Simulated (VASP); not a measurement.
# Rb (P6/mmm) in VASP: a series of runs, part 2 of 2

VASP 6.6.1. The steps go on from the part before.

**3. Relaxation of cell and atoms, PBE, target pressure 6.2 GPa, at which the enthalpy is minimised**

This run uses another cell than the first one, of 46.54 Å³/atom.

The input, INCAR:

```
PREC = Accurate
ENCUT = 600
EDIFF = 1E-7
ISMEAR = -1
SIGMA = 0.1
LREAL = False
LASPH = True
NELM = 100
ALGO = Normal
ISIF = 3
LWAVE = False
LCHARG = False
GGA = PE
IBRION = 2
NSW = 60
EDIFFG = -0.005
PSTRESS = 62.0
```

The input, KPOINTS:

```
regular mesh
0
Gamma
  11 11 11
```

The input, POSCAR:

```
Rb
1.0
    3.8522096740      0.0000000000      0.0000000000
   -1.9261048370      3.3361114384      0.0000000000
    0.0000000000      0.0000000000      3.6210770936
Rb
1
Direct
    0.0000000000      0.0000000000      0.0000000000
```

Potentials or basis: VASP PAW PBE potentials, release 64 (Rb_sv).

On the command line:

```console
> cat potpaw_PBE.64/Rb_sv/POTCAR > POTCAR
> mpirun -np 1 vasp_std > vasp.out
```

OUTCAR:

```text
PREC = Accurate
   ENCUT = 600
   EDIFF = 1E-7
   ISMEAR = -1
   LREAL = False
   LASPH = True
   NELM = 100
   ISIF = 3
   GGA = PE
   IBRION = 2
   NSW = 60
   EDIFFG = -0.005
   PSTRESS = 62.0

 ion  position               nearest neighbor table
   1  0.000  0.000  0.000-

  LATTYP: Found a hexagonal cell.
 ALAT       =     3.8522096740
 C/A-ratio  =     0.9400000000

  Lattice vectors:

 A1 = (   3.8522096740,   0.0000000000,   0.0000000000)
 A2 = (  -1.9261048370,   3.3361114384,   0.0000000000)
 A3 = (   0.0000000000,   0.0000000000,   3.6210770936)

Analysis of symmetry for initial positions (statically):
=====================================================================
 Subroutine PRICEL returns:
 Original cell was already a primitive cell.

 Routine SETGRP: Setting up the symmetry group for a
 hexagonal supercell.

 Subroutine GETGRP returns: Found 24 space group operations
 (whereof 24 operations were pure point group operations)
 out of a pool of 24 trial point group operations.

The static configuration has the point symmetry D_6h.

Analysis of symmetry for dynamics (positions and initial velocities):
=====================================================================
 Subroutine PRICEL returns:
 Original cell was already a primitive cell.

 Routine SETGRP: Setting up the symmetry group for a
 hexagonal supercell.

 Subroutine GETGRP returns: Found 24 space group operations
 (whereof 24 operations were pure point group operations)
 out of a pool of 24 trial point group operations.

The dynamic configuration has the point symmetry D_6h.

 Subroutine INISYM returns: Found 24 space group operations
 (whereof 24 operations are pure point group operations),
 and found     1 'primitive' translations

----------------------------------------------------------------------------------------

                                     Primitive cell

  volume of cell :      46.5359

  direct lattice vectors                    reciprocal lattice vectors
     3.852209674  0.000000000  0.000000000     0.259591270  0.149875089  0.000000000
    -1.926104837  3.336111438  0.000000000     0.000000000  0.299750179  0.000000000
     0.000000000  0.000000000  3.621077094     0.000000000  0.000000000  0.276160925

  length of vectors
     3.852209674  3.852209674  3.621077094     0.299750179  0.299750179  0.276160925

  position of ions in fractional coordinates (direct lattice)
     0.000000000  0.000000000  0.000000000

  ion indices of the primitive-cell ions
   primitive index   ion index
                 1           1

----------------------------------------------------------------------------------------

 KPOINTS: regular mesh

Automatic generation of k-mesh.
 Grid dimensions read from file:
 generate k-points for:   11   11   11

 Generating k-lattice:

  Cartesian coordinates                     Fractional coordinates (reciprocal lattice)
     0.023599206  0.013625008  0.000000000     0.090909091  0.000000000  0.000000000
     0.000000000  0.027250016  0.000000000     0.000000000  0.090909091  0.000000000
     0.000000000  0.000000000  0.025105539     0.000000000  0.000000000  0.090909091

[... 40 lines left out ...]
   total plane-waves  NPLWV =  30720
   dimension x,y,z NGX =    32 NGY =   32 NGZ =   30
   dimension x,y,z NGXF=    64 NGYF=   64 NGZF=   60
   ions per type =               1
   NGX,Y,Z   is equivalent  to a cutoff of  13.81, 13.81, 13.77 a.u.
   NGXF,Y,Z  is equivalent  to a cutoff of  27.62, 27.62, 27.55 a.u.
 SYSTEM =  unknown system
   PREC   = accura    normal or accurate (medium, high low for compatibility)
   ISTART =      0    job   : 0-new  1-cont  2-samecut
   ICHARG =      2    charge: 1-file 2-atom 10-const
   ISPIN  =      1    spin polarized calculation?
   LNONCOLLINEAR =      F non collinear calculations
   LSORBIT =      F    spin-orbit coupling
   LASPH  =      T    aspherical Exc in radial PAW
   ENCUT  =  600.0 eV  44.10 Ry    6.64 a.u.   7.69  7.69  7.23*2*pi/ulx,y,z
   NELM   =    100;   NELMIN=  2; NELMDL= -5     # of ELM steps
   EDIFF  = 0.1E-06   stopping-criterion for ELM
   LREAL  =      F    real-space projection
   EDIFFG = -.5E-02   stopping-criterion for IOM
   NSW    =     60    number of steps for IOM
   IBRION =      2    ionic relax: 0-MD 1-quasi-New 2-CG
   NFREE  =      1    steps in history (QN), initial steepest desc. (CG)
   ISIF   =      3    stress and relaxation
   ISYM   =      2    0-nonsym 1-usesym 2-fastsym
   POTIM  = 0.5000    time-step for ionic-motion
   TEBEG  =    0.0;   TEEND  =   0.0 temperature during run
   PSTRESS=   62.0 pullay stress
   NELECT =       9.0000    total number of electrons
   NUPDOWN=      -1.0000    fix difference up-down
   EMIN   =  10.00;   EMAX   =-10.00  energy-range for DOS
   EFERMI =   0.00;   METHOD = LEGACY
   ISMEAR =    -1;   SIGMA  =   0.10  broadening in eV -4-tet -1-fermi 0-gaus
   EFERMI_NEDOS =   21; number of points for ismear=-14 and -15
   IALGO  =     38    algorithm
   IMIX   =      4    mixing-type and parameters
     AMIX     =   0.40;   BMIX     =  1.00
     AMIX_MAG =   1.60;   BMIX_MAG =  1.00
  volume/ion in A,a.u.               =      46.54       314.04
  Fermi-wavevector in a.u.,A,eV,Ry     =   0.946730  1.789061 12.194877  0.896298
  Thomas-Fermi vector in A             =   2.074756
   LORBIT       =      0    0 simple, 1 ext, 2 COOP (PROOUT), +10 PAW based schemes
   GGA     = PE    functional components
   LHFCALC =     F    Hartree Fock is set to
   AEXX    =    0.0000 exact exchange contribution
   IVDW    =     0    specifies the selected vdW correction
   LEPSILON=     F    determine dielectric tensor
   LRPA    =     F    only Hartree local field effects (RPA)
 conjugate gradient relaxation of ions
 non-spin polarized calculation
  energy-cutoff  :      600.00
  volume of cell :       46.54
 maximum number of plane-waves:      1575
 NGX is ok and might be reduce to    32
   NGX = 15   NGY = 15   NGZ = 15

--------------------------------------- Ionic step        1  -------------------------------------------

 number of electron       9.0000000 magnetization

 Free energy of the ion-electron system (eV)
  ---------------------------------------------------
  ext. energy  EPLUGINS =         0.00000000
  ---------------------------------------------------
  free energy    TOTEN  =        -0.34738059 eV

  energy without entropy =       -0.30238399  energy(sigma->0) =       -0.32488229

------------------------ aborting loop because EDIFF is reached ----------------------------------------

  FORCE on cell =-STRESS in cart. coord.  units (eV):
  Direction    XX          YY          ZZ          XY          YZ          ZX
  --------------------------------------------------------------------------------------
  -------------------------------------------------------------------------------------
  Total        1.7992375      1.7992375      1.6787212      0.0000000     -0.0000000      0.0000000
  in kB       61.9456545     61.9456545     57.7964184      0.0000000     -0.0000000      0.0000000
  external PRESSURE =      -1.4374242 kB  Pullay stress =      62.0000000 kB
[... 172 lines left out ...]
--------------------------------------- Ionic step        6  -------------------------------------------

 number of electron       9.0000000 magnetization

 Free energy of the ion-electron system (eV)
  ---------------------------------------------------
  ext. energy  EPLUGINS =         0.00000000
  ---------------------------------------------------
  free energy    TOTEN  =        -0.33136427 eV

  energy without entropy =       -0.28599329  energy(sigma->0) =       -0.30867878

 E-fermi :   2.1880     XC(G=0):  -7.4273

 val. band max:        2.1776034305   @ k =   0.4545   0.0909   0.4545
 cond. band min:       2.1887217963   @ k =   0.4545   0.0909   0.0000
 fundamental gap:      0.0111183659
 Fermi energy:         2.1880305091

 k-point     1 :       0.0000    0.0000    0.0000
  band No.  band energies     occupation
      1     -26.9059      2.00000
      2     -10.6289      2.00000
      3     -10.6289      2.00000
      4     -10.5378      2.00000
      5      -0.6351      2.00000
      6       4.3510      0.00000
      7       6.1811      0.00000
      8       6.1811      0.00000
[... 243 lines left out ...]
 k-point    24 :       0.1818    0.0909    0.0909
  band No.  band energies     occupation
      1     -26.8589      2.00000
      2     -11.0290      2.00000
      3     -10.7271      2.00000
      4     -10.5790      2.00000
      5       0.6315      2.00000
      6       4.5395      0.00000
      7       5.0129      0.00000
      8       7.2695      0.00000

 [... further k-points ...]

------------------------ aborting loop because EDIFF is reached ----------------------------------------

  FORCE on cell =-STRESS in cart. coord.  units (eV):
  Direction    XX          YY          ZZ          XY          YZ          ZX
  --------------------------------------------------------------------------------------
  -------------------------------------------------------------------------------------
  Total        1.7851518      1.7851518      1.7845724      0.0000000     -0.0000000      0.0000000
  in kB       62.0379832     62.0379832     62.0178468      0.0000000     -0.0000000      0.0000000
  external PRESSURE =       0.0312711 kB  Pullay stress =      62.0000000 kB
[... 20 lines left out ...]
  energy  without entropy=       -0.2859932941  energy(sigma->0) =       -0.30867878

  enthalpy is  TOTEN    =         1.4526945879 eV   P V=        1.7840588557

 reached required accuracy - stopping structural energy minimisation
```

CONTCAR:

```text
Rb
   1.00000000000000
     3.8574392514373037    0.0000000000000000    0.0000000000000000
    -1.9287196257186519    3.3406403853208828    0.0000000000000000
     0.0000000000000000   -0.0000000000000000    3.5776615050114779
  Rb
     1
Direct
     1.0000000000000000    0.0000000000000000    0.0000000000000000

  0.00000000E+00  0.00000000E+00  0.00000000E+00
```

Run time: 47 s. Hardware: 1 thread of Intel Xeon 6975P-C (Granite Rapids), shared host; peak memory 0.2 GiB.

Results:

```
Free energy                                                : -0.3314 eV
Relaxed volume                                             : 46.10 Å³/atom
Relaxed cell                                               : a = 3.857 Å, b = 3.857 Å, c = 3.578 Å, α = 90.00°, β = 90.00°, γ = 120.00°
Space group after relaxing (to 0.1 Å)                      : P6/mmm (No. 191)
Energy change on relaxing (the run minimises the enthalpy) : +16.0 meV/atom
Ionic steps                                                : 6
Pressure after relaxing                                    : 6.2 GPa
Band gap on the k mesh                                     : zero (an odd number of electrons rules out a gap without spin polarisation)
```

The path:
```tsv
step	energy change (eV)	largest force (eV/Å)	pressure (GPa)	volume (Å³)
1	0.0000	0.0000	6.06	46.54
2	0.0103	0.0000	6.15	46.25
3	0.0197	0.0000	6.24	46.01
4	0.0206	0.0000	6.24	45.99
5	0.0176	0.0000	6.22	46.06
6	0.0160	0.0000	6.20	46.10
```

Final structure:
```cif
data_structure
_symmetry_space_group_name_H-M 'P 1'
_symmetry_Int_Tables_number 1
_cell_length_a 3.8574
_cell_length_b 3.8574
_cell_length_c 3.5777
_cell_angle_alpha 90.000
_cell_angle_beta 90.000
_cell_angle_gamma 120.000
_cell_volume 46.10
loop_
_atom_site_label
_atom_site_type_symbol
_atom_site_fract_x
_atom_site_fract_y
_atom_site_fract_z
_atom_site_occupancy
Rb1 Rb 0.00000 0.00000 0.00000 1
```

Caveat: the cell is relaxed towards a set pressure, so the run minimises the enthalpy, not the energy.
